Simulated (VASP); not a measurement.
BN (wurtzite type), 4 atoms in the cell. It takes space group P6_3mc (No. 186, hexagonal). The conventional cell has a = 2.447 Å, b = 2.447 Å, c = 4.051 Å, α = 90.00°, β = 90.00°, γ = 120.00°. Within 2.0 Å of B (site symmetry 3m) lie 4 N at 1.50 to 1.51 Å. N (site symmetry 3m) has 4 B at 1.50 to 1.51 Å within 2.0 Å. 

- Program: VASP 6.6.1
- Task: single point
- Functional: PBE
- Potentials or basis: VASP PAW PBE potentials, release 64 (B, N)
- Cutoff: 520 eV
- k mesh: 12 × 12 × 6
- Occupations: fermi-dirac, width 0.05 eV
- Spin: no spin polarisation
- Dipole correction: no
- Further INCAR settings: ALGO = Normal; EDIFF = 1e-06; NBANDS = 16

Potentials or basis: VASP PAW PBE potentials, release 64 (B, N).

Run with:

```console
$ cat potpaw_PBE.64/B/POTCAR potpaw_PBE.64/N/POTCAR > POTCAR
$ mpirun -np 1 vasp_std > vasp.out
```

Hardware: 1 thread of Intel Xeon 8259CL, with other jobs on the host.

Problem. How long does it take, and how much memory?

Solution. Run time: 30 s on 1 thread of Intel Xeon 8259CL (shared host), peak memory 0.14 GiB. Counts: scf iterations 12, k points 76.
